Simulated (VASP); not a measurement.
# TaN (Fm-3m) in VASP: further runs

Runs on TaN. Level: PBE+U. Tasks: single point.

Everything below comes from runs of VASP 6.6.1. Logs are shortened: lines on timing, memory, paths and dates and some standing lists are left out, and cuts for length are marked.

**1. The cell of the first run**

It takes space group Fm-3m (No. 225, cubic). Conventional cell: a = 4.358 Å, b = 4.358 Å, c = 4.358 Å, α = 90.00°, β = 90.00°, γ = 90.00°. Ta (site symmetry m-3m) has 6 N at 2.18 Å within 2.9 Å. Within 2.9 Å of N (site symmetry m-3m) lie 6 Ta at 2.18 Å.

**2. Single point, PBE+U, collinear spin, zero start**

The input, INCAR:

```
PREC = Accurate ; ENCUT = 700
EDIFF = 1E-6 ; ISMEAR = 0
SIGMA = 0.05 ; LREAL = F
LASPH = T ; NELM = 200
ALGO = Normal ; ISIF = 2
LWAVE = F ; LCHARG = F
ISPIN = 2 ; MAGMOM = 0 0
LORBIT = 11 ; LMAXMIX = 4
LDAU = T ; LDAUTYPE = 2
LDAUL = 2 -1 ; LDAUU = 1 0
LDAUJ = 0 0 ; LDAUPRINT = 1
GGA = PE ; NBANDS = 20
GGA_COMPAT = F
```

The input, KPOINTS:

```
regular mesh
0
Gamma
  7 7 7
```

The input, POSCAR:

```
TaN
1.0
    0.0000000000      2.1790013100      2.1790013100
    2.1790013100      0.0000000000      2.1790013100
    2.1790013100      2.1790013100      0.0000000000
Ta N
1 1
Direct
    0.5000000000      0.5000000000      0.5000000000
    0.0000000000      0.0000000000      0.0000000000
```

Potentials or basis: VASP PAW PBE potentials, release 64 (Ta_sv_GW, N).

Started as:

```console
$ cat potpaw_PBE.64/Ta_sv_GW/POTCAR potpaw_PBE.64/N/POTCAR > POTCAR
$ mpirun -np 1 vasp_std > vasp.out
```

OUTCAR:

```text
PREC = Accurate
   ENCUT = 700
   EDIFF = 1E-6
   ISMEAR = 0
   LREAL = F
   LASPH = T
   NELM = 200
   ISIF = 2
   ISPIN = 2
   LORBIT = 11
   GGA = PE

 ion  position               nearest neighbor table
   1  0.500  0.500  0.500-   2 2.18   2 2.18   2 2.18   2 2.18   2 2.18   2 2.18
   2  0.000  0.000  0.000-   1 2.18   1 2.18   1 2.18   1 2.18   1 2.18   1 2.18

  LATTYP: Found a face centered cubic cell.
 ALAT       =     4.3580026200

  Lattice vectors:

 A1 = (   0.0000000000,   2.1790013100,   2.1790013100)
 A2 = (   2.1790013100,   0.0000000000,   2.1790013100)
 A3 = (   2.1790013100,   2.1790013100,   0.0000000000)

Analysis of symmetry for initial positions (statically):
=====================================================================
 Subroutine PRICEL returns:
 Original cell was already a primitive cell.

 Routine SETGRP: Setting up the symmetry group for a
 face centered cubic supercell.

 Subroutine GETGRP returns: Found 48 space group operations
 (whereof 48 operations were pure point group operations)
 out of a pool of 48 trial point group operations.

The static configuration has the point symmetry O_h .

Analysis of symmetry for dynamics (positions and initial velocities):
=====================================================================
 Subroutine PRICEL returns:
 Original cell was already a primitive cell.

 Routine SETGRP: Setting up the symmetry group for a
 face centered cubic supercell.

 Subroutine GETGRP returns: Found 48 space group operations
 (whereof 48 operations were pure point group operations)
 out of a pool of 48 trial point group operations.

The dynamic configuration has the point symmetry O_h .

Analysis of structural, dynamic, and magnetic symmetry:
=====================================================================
 Subroutine PRICEL returns:
 Original cell was already a primitive cell.

 Routine SETGRP: Setting up the symmetry group for a
 face centered cubic supercell.

 Subroutine GETGRP returns: Found 48 space group operations
 (whereof 48 operations were pure point group operations)
 out of a pool of 48 trial point group operations.

The overall configuration has the point symmetry O_h .
[... 165 lines left out ...]
  o =  0.2646  v =  0.0000  0.9916 -0.0000 -0.1293  0.0000  0.0000  0.0000  0.0000  0.0000  0.0000      0.0000  0.0000  0.0000  0.0000  0.0000  0.0000  0.0000  0.0000  0.0000  0.0000
  o =  0.2646  v =  1.0000  0.0000  0.0000  0.0000  0.0000  0.0000  0.0000  0.0000  0.0000  0.0000      0.0000  0.0000  0.0000  0.0000  0.0000  0.0000  0.0000  0.0000  0.0000  0.0000
  o =  0.2646  v =  0.0000  0.0000  0.0000  0.0000  0.0000  0.0000 -0.1293 -0.0000 -0.9916  0.0000      0.0000  0.0000  0.0000  0.0000  0.0000  0.0000  0.0000  0.0000  0.0000  0.0000
  o =  0.2646  v =  0.0000  0.0000  0.0000  0.0000  0.0000  0.0000  0.9916 -0.0000 -0.1293  0.0000      0.0000  0.0000  0.0000  0.0000  0.0000  0.0000  0.0000  0.0000  0.0000  0.0000
  o =  0.2646  v =  0.0000  0.0000  0.0000  0.0000  0.0000  1.0000  0.0000  0.0000  0.0000  0.0000      0.0000  0.0000  0.0000  0.0000  0.0000  0.0000  0.0000  0.0000  0.0000  0.0000

 number of electron      17.9999999 magnetization       0.0000017

 Free energy of the ion-electron system (eV)
  ---------------------------------------------------
  ext. energy  EPLUGINS =         0.00000000
  ---------------------------------------------------
  free energy    TOTEN  =       -23.42376343 eV

  energy without entropy =      -23.42276940  energy(sigma->0) =      -23.42326641

 E-fermi :  14.3747     XC(G=0): -13.9481

 val. band max:       14.2994074010   @ k =  -0.2857   0.1429   0.0000
 cond. band min:      14.4117792178   @ k =   0.2857   0.0000   0.0000
 fundamental gap:      0.1123718167
 Fermi energy:        14.3746816397

 spin component 1

 k-point     1 :       0.0000    0.0000    0.0000
  band No.  band energies     occupation
      1     -55.4220      1.00000
      2     -21.5789      1.00000
      3     -21.5789      1.00000
      4     -21.5789      1.00000
      5      -4.7560      1.00000
      6      10.4429      1.00000
[... 436 lines left out ...]
      6       6.3384      1.00000
[... 12 lines left out ...]
     19      34.7303      0.00000
     20      38.1179      0.00000
 Fermi energy:        14.3746816397

 spin component 2

 k-point     1 :       0.0000    0.0000    0.0000
  band No.  band energies     occupation
      1     -55.4220      1.00000
      2     -21.5789      1.00000
      3     -21.5789      1.00000
      4     -21.5789      1.00000
      5      -4.7560      1.00000
      6      10.4429      1.00000
[... 449 lines left out ...]
     19      34.7303      0.00000
     20      38.1179      0.00000

------------------------ aborting loop because EDIFF is reached ----------------------------------------

  FORCE on cell =-STRESS in cart. coord.  units (eV):
  Direction    XX          YY          ZZ          XY          YZ          ZX
  --------------------------------------------------------------------------------------
  -------------------------------------------------------------------------------------
  Total        2.2686271      2.2686271      2.2686271      0.0000000      0.0000000     -0.0000000
  in kB      175.6593326    175.6593326    175.6593326      0.0000000      0.0000000     -0.0000000
  external PRESSURE =     175.6593326 kB  Pullay stress =       0.0000000 kB

 VOLUME and BASIS-vectors are now :
 -----------------------------------------------------------------------------
  energy-cutoff  :      700.00
  volume of cell :       20.69
      direct lattice vectors                 reciprocal lattice vectors
     0.000000000  2.179001310  2.179001310    -0.229462918  0.229462918  0.229462918
     2.179001310  0.000000000  2.179001310     0.229462918 -0.229462918  0.229462918
     2.179001310  2.179001310  0.000000000     0.229462918  0.229462918 -0.229462918

 POSITION                                       TOTAL-FORCE (eV/Angst)
 -----------------------------------------------------------------------------------
      2.17900      2.17900      2.17900         0.000000      0.000000     -0.000000
      0.00000      0.00000      0.00000        -0.000000     -0.000000      0.000000
 -----------------------------------------------------------------------------------
    total drift:                                0.000000      0.000000      0.000000

  FREE ENERGIE OF THE ION-ELECTRON SYSTEM (eV)
  ---------------------------------------------------
  free  energy   TOTEN  =       -23.4237634252 eV

  energy  without entropy=      -23.4227694012  energy(sigma->0) =      -23.42326641

 total charge

# of ion       s       p       d       f       tot
--------------------------------------------------
    1        2.999   6.056   2.378   0.148  11.582
    2        1.228   2.552   0.000   0.000   3.780
--------------------------------------------------
tot          4.227   8.609   2.378   0.148  15.361

 magnetization (x)

# of ion       s       p       d       f       tot
--------------------------------------------------
    1       -0.000   0.000   0.000  -0.000  -0.000
    2       -0.000   0.000   0.000   0.000   0.000
--------------------------------------------------
tot         -0.000   0.000   0.000  -0.000  -0.000
```

OSZICAR:

```text
N       E                     dE             d eps       ncg     rms          rms(c)
DAV:   1     0.131866941843E+03    0.13187E+03   -0.12883E+04  1600   0.117E+03
DAV:   2    -0.217507449535E+02   -0.15362E+03   -0.14675E+03  2132   0.325E+02
DAV:   3    -0.275962047722E+02   -0.58455E+01   -0.58123E+01  1972   0.539E+01
DAV:   4    -0.277609936376E+02   -0.16479E+00   -0.16477E+00  1980   0.607E+00
DAV:   5    -0.277637733656E+02   -0.27797E-02   -0.27797E-02  1968   0.626E-01    0.461E+01
DAV:   6    -0.235264685037E+02    0.42373E+01   -0.54890E+00  2032   0.222E+01    0.459E+01
DAV:   7    -0.234696683614E+02    0.56800E-01   -0.52516E-01  1800   0.518E+00    0.243E+01
DAV:   8    -0.234252717779E+02    0.44397E-01   -0.10554E-01  1812   0.255E+00    0.160E+00
DAV:   9    -0.234237990182E+02    0.14728E-02   -0.27016E-03  1860   0.453E-01    0.574E-01
DAV:  10    -0.234237631238E+02    0.35894E-04   -0.10384E-03  1940   0.263E-01    0.404E-01
DAV:  11    -0.234237785210E+02   -0.15397E-04   -0.32375E-04  1748   0.173E-01    0.782E-02
DAV:  12    -0.234237702878E+02    0.82332E-05   -0.64231E-05  1764   0.707E-02    0.363E-02
DAV:  13    -0.234237636718E+02    0.66160E-05   -0.82660E-06  1992   0.259E-02    0.672E-02
DAV:  14    -0.234237634252E+02    0.24658E-06   -0.20174E-06  1604   0.946E-03
   1 F= -.23423763E+02 E0= -.23423266E+02  d E =-.994024E-03  mag=    -0.0000
```

Wall time 36 s (1 thread of Intel Xeon Platinum 8259CL at 2.50GHz (Skylake/Cascade Lake), shared host); peak memory 0.19 GiB.

What came out:

```
Free energy                                           : -23.4238 eV
Pressure                                              : 17.6 GPa
Band gap on the k mesh                                : zero (filled and empty bands overlap)
Net moment                                            : 0.00 μB per cell
Valence electrons inside the program's atomic spheres : Ta 11.58; N 3.78
```

Levels at points of the mesh, in eV from the Fermi level:
Spin up:
| k point | band 5 | band 6 | band 7 | band 8 | band 9 | band 10 | band 11 | band 12 | band 13 | band 14 |
| --- | --- | --- | --- | --- | --- | --- | --- | --- | --- | --- |
| (0.00, 0.00, 0.00) | -19.13 | -3.93 | -3.93 | -3.93 | -2.18 | -2.18 | -2.18 | 0.14 | 0.14 | 1.65 |
Spin down:
```
           k point  band 7  band 8  band 9  band 10  band 11  band 12
(0.00, 0.00, 0.00)   -3.93   -3.93   -2.18    -2.18    -2.18     0.14
```

Eigenvalues of the final occupation matrices:
```
    site  spin  trace               eigenvalues
site 1 d     1   1.21  0.21 0.21 0.26 0.26 0.26
site 1 d     2   1.21  0.21 0.21 0.26 0.26 0.26
```

Caveat: the cell stands under pressure; spin-orbit coupling is left out, which moves the levels of the heavy elements.

**3. Single point, PBE+U, collinear spin**

The input, INCAR:

```
SYSTEM = TaN
ALGO     = Normal         ! electronic algorithm
EDIFF    = 1E-6           ! SCF threshold, eV
ENCUT    = 700            ! plane-wave cutoff, eV
GGA      = PE             ! functional
GGA_COMPAT= .FALSE.      
ISIF     = 2              ! what is computed and relaxed
ISMEAR   = 0              ! smearing method
ISPIN    = 2              ! spin polarisation
LASPH    = .TRUE.         ! aspherical terms in the spheres
LCHARG   = .TRUE.         ! write CHGCAR
LDAU     = .TRUE.         ! DFT+U
LDAUJ    = 0 0          
LDAUL    = 2 -1           ! shell
LDAUPRINT= 1            
LDAUTYPE = 2            
LDAUU    = 1 0            ! U, eV
LELF     = .TRUE.         ! ELF
LMAXMIX  = 4              ! l up to which the mixer works
LORBIT   = 11             ! projections on sites
LREAL    = .FALSE.        ! projectors in reciprocal space
LVHAR    = .TRUE.       
LWAVE    = .FALSE.        ! write WAVECAR
MAGMOM   = 2 0            ! initial moments
NBANDS   = 20             ! bands
NELM     = 200            ! most SCF steps
PREC     = Accurate       ! precision mode
SIGMA    = 0.05           ! smearing width, eV
```

The input, KPOINTS:

```
k-points
0
G
  7 7 7
  0 0 0
```

POSCAR is that of step 2.

Potentials or basis: VASP PAW PBE potentials, release 64 (Ta_sv_GW, N).

Started as:

```console
$ cat potpaw_PBE.64/Ta_sv_GW/POTCAR potpaw_PBE.64/N/POTCAR > POTCAR
$ mpirun -np 1 vasp_std > vasp.out
```

OUTCAR:

```text
SYSTEM = TaN
   EDIFF = 1E-6
   ENCUT = 700
   GGA = PE
   ISIF = 2
   ISMEAR = 0
   ISPIN = 2
   LASPH = .TRUE.
   LORBIT = 11
   LREAL = .FALSE.
   NELM = 200
   PREC = Accurate

 ion  position               nearest neighbor table
   1  0.500  0.500  0.500-   2 2.18   2 2.18   2 2.18   2 2.18   2 2.18   2 2.18
   2  0.000  0.000  0.000-   1 2.18   1 2.18   1 2.18   1 2.18   1 2.18   1 2.18

  LATTYP: Found a face centered cubic cell.
 ALAT       =     4.3580026200

  Lattice vectors:

[... 1166 lines left out ...]
  external PRESSURE =     175.5237982 kB  Pullay stress =       0.0000000 kB

 VOLUME and BASIS-vectors are now :
 -----------------------------------------------------------------------------
  energy-cutoff  :      700.00
  volume of cell :       20.69
      direct lattice vectors                 reciprocal lattice vectors
     0.000000000  2.179001310  2.179001310    -0.229462918  0.229462918  0.229462918
     2.179001310  0.000000000  2.179001310     0.229462918 -0.229462918  0.229462918
     2.179001310  2.179001310  0.000000000     0.229462918  0.229462918 -0.229462918

 POSITION                                       TOTAL-FORCE (eV/Angst)
 -----------------------------------------------------------------------------------
      2.17900      2.17900      2.17900         0.000000      0.000000      0.000000
      0.00000      0.00000      0.00000        -0.000000     -0.000000     -0.000000
 -----------------------------------------------------------------------------------
    total drift:                                0.000000      0.000000      0.000000

  FREE ENERGIE OF THE ION-ELECTRON SYSTEM (eV)
  ---------------------------------------------------
  free  energy   TOTEN  =       -23.4237634993 eV

  energy  without entropy=      -23.4227688133  energy(sigma->0) =      -23.42326616

 total charge

# of ion       s       p       d       f       tot
--------------------------------------------------
    1        2.999   6.056   2.378   0.148  11.582
    2        1.228   2.552   0.000   0.000   3.780
--------------------------------------------------
tot          4.227   8.609   2.378   0.148  15.362

 magnetization (x)

# of ion       s       p       d       f       tot
--------------------------------------------------
    1        0.000   0.000   0.000   0.000   0.000
    2       -0.000  -0.000   0.000   0.000  -0.000
--------------------------------------------------
tot          0.000  -0.000   0.000   0.000   0.000
```

Run time: 30 s. Hardware: 1 thread of AMD EPYC 7R13 (Zen 3), shared host; peak memory 0.16 GiB.

What came out:

```
Free energy                                           : -23.4238 eV
Pressure                                              : 17.6 GPa
Band gap on the k mesh                                : zero (filled and empty bands overlap)
Net moment                                            : 0.00 μB per cell
Valence electrons inside the program's atomic spheres : Ta 11.58; N 3.78
```

Eigenvalues of the final occupation matrices:
```tsv
site	spin	trace	eigenvalues
site 1 d	1	1.21	0.21 0.21 0.26 0.26 0.26
site 1 d	2	1.21	0.21 0.21 0.26 0.26 0.26
```

Caveat: the cell stands under pressure; spin-orbit coupling is left out, which moves the levels of the heavy elements.

**4. Single point, PBE+U, collinear spin, zero start**

The input, INCAR:

```
SYSTEM = TaN
ALGO = Normal
EDIFF = 1E-6
ENCUT = 700
GGA = PE
GGA_COMPAT = .False.
ISIF = 2
ISMEAR = 0
ISPIN = 2
LASPH = .True.
LCHARG = .False.
LDAU = .True.
LDAUJ = 0 0
LDAUL = 2 -1
LDAUPRINT = 1
LDAUTYPE = 2
LDAUU = 1 0
LMAXMIX = 4
LORBIT = 11
LREAL = .False.
LWAVE = .False.
MAGMOM = 0 0
NBANDS = 20
NELM = 200
PREC = Accurate
SIGMA = 0.05
```

The input, KPOINTS:

```
k-points
0
Gamma
  7 7 7
  0 0 0
```

POSCAR is that of step 3.

Potentials or basis: VASP PAW PBE potentials, release 64 (Ta_sv_GW, N).

Started as:

```console
$ cat potpaw_PBE.64/Ta_sv_GW/POTCAR potpaw_PBE.64/N/POTCAR > POTCAR
$ mpirun -np 1 vasp_std > vasp.out
```

OUTCAR:

```text
SYSTEM = TaN
   EDIFF = 1E-6
   ENCUT = 700
   GGA = PE
   ISIF = 2
   ISMEAR = 0
   ISPIN = 2
   LASPH = .True.
   LORBIT = 11
   LREAL = .False.
   NELM = 200
   PREC = Accurate

 ion  position               nearest neighbor table
   1  0.500  0.500  0.500-   2 2.18   2 2.18   2 2.18   2 2.18   2 2.18   2 2.18
   2  0.000  0.000  0.000-   1 2.18   1 2.18   1 2.18   1 2.18   1 2.18   1 2.18

  LATTYP: Found a face centered cubic cell.
 ALAT       =     4.3580026200

  Lattice vectors:

 A1 = (   0.0000000000,   2.1790013100,   2.1790013100)
 A2 = (   2.1790013100,   0.0000000000,   2.1790013100)
 A3 = (   2.1790013100,   2.1790013100,   0.0000000000)

Analysis of symmetry for initial positions (statically):
=====================================================================
 Subroutine PRICEL returns:
 Original cell was already a primitive cell.

 Routine SETGRP: Setting up the symmetry group for a
[... 694 lines left out ...]
      5      -4.7560      1.00000
      6      10.4429      1.00000
[... 449 lines left out ...]
     19      34.7303      0.00000
     20      38.1179      0.00000

------------------------ aborting loop because EDIFF is reached ----------------------------------------

  FORCE on cell =-STRESS in cart. coord.  units (eV):
  Direction    XX          YY          ZZ          XY          YZ          ZX
  --------------------------------------------------------------------------------------
  -------------------------------------------------------------------------------------
  Total        2.2686271      2.2686271      2.2686271      0.0000000      0.0000000     -0.0000000
  in kB      175.6593326    175.6593326    175.6593326      0.0000000      0.0000000     -0.0000000
  external PRESSURE =     175.6593326 kB  Pullay stress =       0.0000000 kB

 VOLUME and BASIS-vectors are now :
 -----------------------------------------------------------------------------
  energy-cutoff  :      700.00
  volume of cell :       20.69
      direct lattice vectors                 reciprocal lattice vectors
     0.000000000  2.179001310  2.179001310    -0.229462918  0.229462918  0.229462918
     2.179001310  0.000000000  2.179001310     0.229462918 -0.229462918  0.229462918
     2.179001310  2.179001310  0.000000000     0.229462918  0.229462918 -0.229462918

 POSITION                                       TOTAL-FORCE (eV/Angst)
 -----------------------------------------------------------------------------------
      2.17900      2.17900      2.17900         0.000000      0.000000     -0.000000
      0.00000      0.00000      0.00000        -0.000000     -0.000000      0.000000
 -----------------------------------------------------------------------------------
    total drift:                                0.000000      0.000000      0.000000

  FREE ENERGIE OF THE ION-ELECTRON SYSTEM (eV)
  ---------------------------------------------------
  free  energy   TOTEN  =       -23.4237634252 eV

  energy  without entropy=      -23.4227694012  energy(sigma->0) =      -23.42326641

 total charge

# of ion       s       p       d       f       tot
--------------------------------------------------
    1        2.999   6.056   2.378   0.148  11.582
    2        1.228   2.552   0.000   0.000   3.780
--------------------------------------------------
tot          4.227   8.609   2.378   0.148  15.361

 magnetization (x)

# of ion       s       p       d       f       tot
--------------------------------------------------
    1       -0.000   0.000   0.000  -0.000  -0.000
    2       -0.000   0.000   0.000   0.000   0.000
--------------------------------------------------
tot         -0.000   0.000   0.000  -0.000  -0.000
```

Wall time 33 s (1 thread of Intel Xeon 6975P-C (Granite Rapids), shared host); peak memory 0.19 GiB.

Results:

| Property | Result |
| --- | --- |
| Free energy | -23.4238 eV |
| Pressure | 17.6 GPa |
| Band gap on the k mesh | zero (filled and empty bands overlap) |
| Net moment | 0.00 μB per cell |
| Valence electrons inside the program's atomic spheres | Ta 11.58; N 3.78 |

Eigenvalues of the final occupation matrices:
```
    site  spin  trace               eigenvalues
site 1 d     1   1.21  0.21 0.21 0.26 0.26 0.26
site 1 d     2   1.21  0.21 0.21 0.26 0.26 0.26
```

Caveat: the cell stands under pressure; spin-orbit coupling is left out, which moves the levels of the heavy elements.

The gap in the log of VASP goes by the Fermi energy; the results here count the filled bands.